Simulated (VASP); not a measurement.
# Ge in VASP: notebook, part 2 of 2

VASP 6.6.1.

**5. Single point, r2SCAN (strain -0.025 along x and y, -0.050 along z)**

File POSCAR:

```
Ge
1.0
    0.0000000000      2.7580507500      2.6873315000
    2.7580507500      0.0000000000      2.6873315000
    2.7580507500      2.7580507500      0.0000000000
Ge
2
Direct
    0.5000000000      0.5000000000      0.5000000000
    0.7500000000      0.7500000000      0.7500000000
```

File INCAR.step1:

```
PREC     = Accurate       # precision mode
ENCUT    = 520            # plane-wave cutoff, eV
ISMEAR   = 0              # smearing method
SIGMA    = 0.05           # smearing width, eV
LREAL    = F              # projectors in reciprocal space
LASPH    = T              # aspherical terms in the spheres
NELM     = 60             # most SCF steps
NBANDS   = 21             # bands
GGA      = PE             # functional
ALGO     = Normal         # electronic algorithm
EDIFF    = 1E-4           # SCF threshold, eV
LWAVE    = T              # write WAVECAR
LCHARG   = F              # write CHGCAR
```

File INCAR.step2:

```
PREC     = Accurate       # precision mode
ENCUT    = 520            # plane-wave cutoff, eV
EDIFF    = 1E-6           # SCF threshold, eV
ISMEAR   = 0              # smearing method
SIGMA    = 0.05           # smearing width, eV
LREAL    = F              # projectors in reciprocal space
LASPH    = T              # aspherical terms in the spheres
NELM     = 60             # most SCF steps
ALGO     = Normal         # electronic algorithm
ISIF     = 2              # what is computed and relaxed
LWAVE    = F              # write WAVECAR
LCHARG   = F              # write CHGCAR
METAGGA  = R2SCAN         # meta-GGA
LMIXTAU  = T            
NBANDS   = 21             # bands
ISTART   = 1
```

File KPOINTS:

```
regular mesh
0
Gamma
  10 10 10
```

Potentials or basis: VASP PAW PBE potentials, release 64 (Ge_d).

Launch:

```
$ cat potpaw_PBE.64/Ge_d/POTCAR > POTCAR
$ cp INCAR.step1 INCAR
$ mpirun -np 1 vasp_std > vasp.out
$ cp INCAR.step2 INCAR
$ mpirun -np 1 vasp_std > vasp.out
```

OUTCAR:

```text
PREC = Accurate
   ENCUT = 520
   EDIFF = 1E-6
   ISMEAR = 0
   LREAL = F
   LASPH = T
   NELM = 60
   ISIF = 2
   METAGGA = R2SCAN
   ISTART = 1

 ion  position               nearest neighbor table
   1  0.500  0.500  0.500-   2 2.37   2 2.37   2 2.37   2 2.37
   2  0.750  0.750  0.750-   1 2.37   1 2.37   1 2.37   1 2.37

  LATTYP: Found a body centered tetragonal cell.
 ALAT       =     3.9004727764
 C/A-ratio  =     1.3779516762

  Lattice vectors:

 A1 = (   0.0000000000,  -2.7580507500,  -2.6873315000)
 A2 = (   0.0000000000,   2.7580507500,  -2.6873315000)
 A3 = (   2.7580507500,   0.0000000000,   2.6873315000)

Analysis of symmetry for initial positions (statically):
=====================================================================
 Subroutine PRICEL returns:
 Original cell was already a primitive cell.

 Routine SETGRP: Setting up the symmetry group for a
 body centered tetragonal supercell.

 Subroutine GETGRP returns: Found 16 space group operations
 (whereof  8 operations were pure point group operations)
 out of a pool of 16 trial point group operations.

The static configuration has the point symmetry D_2d.
 The point group associated with its full space group is D_4h.

Analysis of symmetry for dynamics (positions and initial velocities):
=====================================================================
 Subroutine PRICEL returns:
 Original cell was already a primitive cell.

 Routine SETGRP: Setting up the symmetry group for a
 body centered tetragonal supercell.

 Subroutine GETGRP returns: Found 16 space group operations
 (whereof  8 operations were pure point group operations)
 out of a pool of 16 trial point group operations.

The dynamic configuration has the point symmetry D_2d.
 The point group associated with its full space group is D_4h.

 Subroutine INISYM returns: Found 16 space group operations
 (whereof  8 operations are pure point group operations),
 and found     1 'primitive' translations

[... 110 lines left out ...]
   EFERMI_NEDOS =   21; number of points for ismear=-14 and -15
   IALGO  =     38    algorithm
   IMIX   =      4    mixing-type and parameters
     AMIX     =   0.40;   BMIX     =  1.00
     AMIX_MAG =   1.60;   BMIX_MAG =  1.00
  volume/ion in A,a.u.               =      20.44       137.95
  Fermi-wavevector in a.u.,A,eV,Ry     =   1.443031  2.726933 28.331926  2.082338
  Thomas-Fermi vector in A             =   2.561484
   LORBIT       =      0    0 simple, 1 ext, 2 COOP (PROOUT), +10 PAW based schemes
   METAGGA = R2SCAN    functional components
   LHFCALC =     F    Hartree Fock is set to
   AEXX    =    0.0000 exact exchange contribution
   IVDW    =     0    specifies the selected vdW correction
   LEPSILON=     F    determine dielectric tensor
   LRPA    =     F    only Hartree local field effects (RPA)
 non-spin polarized calculation
 Gauss-broadening in eV      SIGMA  =   0.05
  energy-cutoff  :      520.00
  volume of cell :       40.88
 maximum number of plane-waves:      1116
 NGX is ok and might be reduce to    30
   NGX = 15   NGY = 15   NGZ = 15

 number of electron      27.9999978 magnetization

 Free energy of the ion-electron system (eV)
  ---------------------------------------------------
  ext. energy  EPLUGINS =         0.00000000
  ---------------------------------------------------
  free energy    TOTEN  =       -27.59482211 eV

  energy without entropy =      -27.59482209  energy(sigma->0) =      -27.59482210

 E-fermi :   6.1524     XC(G=0): -11.3643

 val. band max:        6.0128553273   @ k =   0.0000   0.0000   0.0000
 cond. band min:       6.2976553276   @ k =   0.4000   0.4000   0.0000
 fundamental gap:      0.2848000003
 Fermi energy:         6.1523731839

 k-point     1 :       0.0000    0.0000    0.0000
  band No.  band energies     occupation
      1     -19.8168      2.00000
      2     -19.8067      2.00000
      3     -19.8067      2.00000
      4     -19.7648      2.00000
      5     -19.7592      2.00000
      6     -19.4857      2.00000
[... 565 lines left out ...]
     20      18.5909      0.00000
     21      19.1898      0.00000

 [... further k-points ...]

------------------------ aborting loop because EDIFF is reached ----------------------------------------

  FORCE on cell =-STRESS in cart. coord.  units (eV):
  Direction    XX          YY          ZZ          XY          YZ          ZX
  --------------------------------------------------------------------------------------
  -------------------------------------------------------------------------------------
  Total        2.4769533      2.4769533      3.0183627      0.0000000      0.0000000      0.0000000
  in kB       97.0672329     97.0672329    118.2840714      0.0000000      0.0000000      0.0000000
  external PRESSURE =     104.1395124 kB  Pullay stress =       0.0000000 kB

 VOLUME and BASIS-vectors are now :
 -----------------------------------------------------------------------------
  energy-cutoff  :      520.00
  volume of cell :       40.88
      direct lattice vectors                 reciprocal lattice vectors
     0.000000000  2.758050750  2.687331500    -0.181287455  0.181287455  0.186058177
     2.758050750  0.000000000  2.687331500     0.181287455 -0.181287455  0.186058177
     2.758050750  2.758050750  0.000000000     0.181287455  0.181287455 -0.186058177

 POSITION                                       TOTAL-FORCE (eV/Angst)
 -----------------------------------------------------------------------------------
      2.75805      2.75805      2.68733        -0.000000      0.000000      0.000000
      4.13708      4.13708      4.03100         0.000000     -0.000000     -0.000000
 -----------------------------------------------------------------------------------
    total drift:                                0.000000     -0.000000     -0.000000

  FREE ENERGIE OF THE ION-ELECTRON SYSTEM (eV)
  ---------------------------------------------------
  free  energy   TOTEN  =       -27.5948221110 eV

  energy  without entropy=      -27.5948220871  energy(sigma->0) =      -27.59482210
```

OUTCAR.step1:

```text
PREC = Accurate
   ENCUT = 520
   ISMEAR = 0
   LREAL = F
   LASPH = T
[... 800 lines left out ...]
 -----------------------------------------------------------------------------------
      2.75805      2.75805      2.68733         0.000000      0.000000      0.000000
      4.13708      4.13708      4.03100        -0.000000     -0.000000      0.000000
 -----------------------------------------------------------------------------------
    total drift:                                0.000000     -0.000000     -0.000000

  FREE ENERGIE OF THE ION-ELECTRON SYSTEM (eV)
  ---------------------------------------------------
  free  energy   TOTEN  =        -8.7817841951 eV

  energy  without entropy=       -8.7817515749  energy(sigma->0) =       -8.78176788
```

OSZICAR.step1:

```text
N       E                     dE             d eps       ncg     rms          rms(c)
DAV:   1     0.190500282803E+03    0.19050E+03   -0.14429E+04  4913   0.379E+03
DAV:   2     0.179719401713E+02   -0.17253E+03   -0.16668E+03  4284   0.619E+02
DAV:   3    -0.806484616500E+01   -0.26037E+02   -0.25847E+02  4839   0.142E+02
DAV:   4    -0.889269417824E+01   -0.82785E+00   -0.82732E+00  4904   0.298E+01
DAV:   5    -0.890545429796E+01   -0.12760E-01   -0.12760E-01  4849   0.403E+00    0.368E+00
DAV:   6    -0.882207067221E+01    0.83384E-01   -0.27638E-02  5127   0.132E+00    0.217E+00
DAV:   7    -0.877991203698E+01    0.42159E-01   -0.62717E-02  5268   0.198E+00    0.153E-01
DAV:   8    -0.878160861306E+01   -0.16966E-02   -0.54647E-03  4754   0.713E-01    0.451E-02
DAV:   9    -0.878178222664E+01   -0.17361E-03   -0.22154E-04  4018   0.127E-01    0.148E-02
DAV:  10    -0.878178419512E+01   -0.19685E-05   -0.99465E-06  2817   0.370E-02
   1 F= -.87817842E+01 E0= -.87817679E+01  d E =-.326203E-04
```

Wall time 2.1 min (1 thread of AMD EPYC 9R45 (Zen 5), shared host); peak memory 0.18 GiB.

What came out:

```yaml
Free_energy: -27.5948 eV
Pressure: 10.4 GPa
Band_gap_on_the_k_mesh: 0.28 eV (least direct gap 1.27 eV)
```

Caveat: the cell differs from its parent crystal (strain -0.025 along x and y, -0.050 along z); the cell stands under pressure; the PAW data sets were made with another functional, which shifts forces and pressure a little. A k mesh can miss the band edges.

**6. Summary**

| cell | gap on the mesh (eV) | pressure (GPa) |
| --- | --- | --- |
| a = 4.201 Å, angles 60.0°, 2 atoms | none | -7.0 |
| a = 3.851, b = 3.851, c = 3.800 Å, angles 60.4, 60.4, 59.1°, 2 atoms | 0.40 | 13.6 |
| a = 3.902, b = 3.902, c = 3.800 Å, angles 60.9, 60.9, 58.3°, 2 atoms | 0.28 | 10.4 |
| a = 3.851, b = 3.851, c = 3.900 Å, angles 59.6, 59.6, 60.9°, 2 atoms | 0.28 | 10.4 |

Alike in all rows: task single point; level r2SCAN; potentials or basis VASP PAW PBE potentials, release 64 (Ge_d); no spin polarisation; k mesh 10 × 10 × 10; cutoff (eV) 520; smearing gaussian 0.05 eV.

Caveats: the PAW data sets were made with another functional, which shifts forces and pressure a little; the cell stands under pressure (at least some runs); the cell stands under tension (at least some runs); semilocal functionals underestimate gaps, so a narrow gap can read as zero (at least some runs).

Absolute energies hang on the potentials; compare differences alone.
